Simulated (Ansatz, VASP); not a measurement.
Au in VASP and in Ansatz

Contents of INCAR:

```
PREC = Accurate
ENCUT = 500
EDIFF = 1E-6
ISMEAR = 0
SIGMA = 0.05
LREAL = False
LASPH = True
NELM = 120
ALGO = Normal
ISIF = 2
LWAVE = False
LCHARG = False
GGA = PE
NBANDS = 12
GGA_COMPAT = False
```

KPOINTS

```
Automatic mesh
0
Gamma
  18 18 18
```

File POSCAR:

```
Au
1.0
   -1.6506174582      1.6506174582      1.6506174582
    1.6506174582     -1.6506174582      1.6506174582
    1.6506174582      1.6506174582     -1.6506174582
Au
1
Direct
    0.0000000000      0.0000000000      0.0000000000
```

Input for Ansatz:

```yaml
crystal:
  lattice:
    - [-1.6506174582, 1.6506174582, 1.6506174582]
    - [1.6506174582, -1.6506174582, 1.6506174582]
    - [1.6506174582, 1.6506174582, -1.6506174582]
  atoms:
    - { symbol: Au, position: [0.0, 0.0, 0.0] }
basis:
  ecutwfc: 600
  ecutrho_ratio: 5
kpoints:
  mp_grid: { grid: [18, 18, 18] }
hamiltonian:
  xc: pbe
scf:
  occupations: { method: gaussian, width: 0.05 }
output:
  forces: true
  stress: true
  eigenvalues: true
```

Alike in both runs: task single point; functional PBE; k mesh 18 × 18 × 18; occupations gaussian, width 0.05 eV; no spin polarisation.

```csv
,VASP,Ansatz
version,VASP 6.6.1,Ansatz 0.2.0
potentials or method,"VASP PAW PBE potentials, release 64 (Au), cutoff 500 eV","scalar-relativistic, plane waves, PAW"
valence electrons in the cell,11,19
```

```tsv
	VASP	Ansatz	Ansatz less VASP
gap on the k mesh at the Fermi level (eV)	none	none	-
pressure (GPa)	-0.3	0.0	+0.23
```

A gap of «none» marks a metal or a gap that the smearing closes. The functional is the same, so the differences come from potentials, cutoffs and numerics. VASP's potentials hold 11 valence electrons a cell and Ansatz's 19, so a difference there can come from the potentials and not from the codes.

Neither program's run includes spin-orbit coupling.
